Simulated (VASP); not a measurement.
Input of a VASP 6.6.1 run:

The input INCAR:

```
PREC     = Accurate       # precision mode
ENCUT    = 910            # plane-wave cutoff, eV
EDIFF    = 1E-7           # SCF threshold, eV
ISMEAR   = 0              # smearing method
SIGMA    = 0.1            # smearing width, eV
LREAL    = False          # projectors in reciprocal space
LASPH    = True           # aspherical terms in the spheres
NELM     = 120            # most SCF steps
ALGO     = Normal         # electronic algorithm
ISIF     = 3              # what is computed and relaxed
LWAVE    = False          # write WAVECAR
LCHARG   = False          # write CHGCAR
GGA      = PE             # functional
IBRION   = 2              # ionic algorithm
NSW      = 90             # ionic steps
EDIFFG   = -0.04          # ionic threshold
GGA_COMPAT= False        
NELMIN   = 4
```

KPOINTS

```
Automatic mesh
0
Gamma
  6 6 2
```

Contents of POSCAR:

```
SnH5
1.0
    3.0812253700      0.0000000000      0.0000000000
   -1.5406126800      2.6684194400      0.0000000000
    0.0000000000      0.0000000000      8.0075615100
Sn H
1 5
Direct
    0.0000000000      0.0000000000      0.5000000000
    0.5000000000      0.0000000000      0.0000000000
    0.0000000000      0.5000000000      0.0000000000
    0.5000000000      0.5000000000      0.0000000000
    0.0000000000      0.0000000000      0.0906683200
    0.0000000000      0.0000000000      0.9093316800
```

Potentials or basis: VASP PAW PBE potentials, release 64 (Sn_d, H_h).

Launch:

```sh
$ cat potpaw_PBE.64/Sn_d/POTCAR potpaw_PBE.64/H_h/POTCAR > POTCAR
$ mpirun -np 1 vasp_std > vasp.out
```

Q: Estimate the relaxed volume.

A: 7.44 Å³/atom.

Q: What does it give for the relaxed cell?

A: a = 3.129 Å, b = 3.129 Å, c = 5.267 Å, α = 90.00°, β = 90.00°, γ = 120.00°.

Q: What does it give for the band gap on the k mesh?

A: Zero (an odd number of electrons rules out a gap without spin polarisation).

Q: Predict the space group after relaxing (to 0.1 Å).

A: P6/mmm (No. 191).

Final structure:
```yaml
crystal:
  lattice:
    - [3.12921, 0.00000, 0.00000]
    - [-1.56460, 2.70997, 0.00000]
    - [0.00000, 0.00000, 5.26747]
  atoms:
    - { symbol: Sn, position: [0.00000, 0.00000, 0.50000] }
    - { symbol: H, position: [0.50000, 0.00000, 0.00000] }
    - { symbol: H, position: [0.00000, 0.50000, 0.00000] }
    - { symbol: H, position: [0.50000, 0.50000, 0.00000] }
    - { symbol: H, position: [0.00000, 0.00000, 0.14347] }
    - { symbol: H, position: [0.00000, 0.00000, 0.85653] }
```

Caveat: the k points lie up to 0.60 Å⁻¹ apart in the final cell, too coarse for converged energies and pressures of a metal; the volume moved by over 15 % at a fixed basis, so the end points are rough; spin-orbit coupling is left out, which moves the levels of the heavy elements.
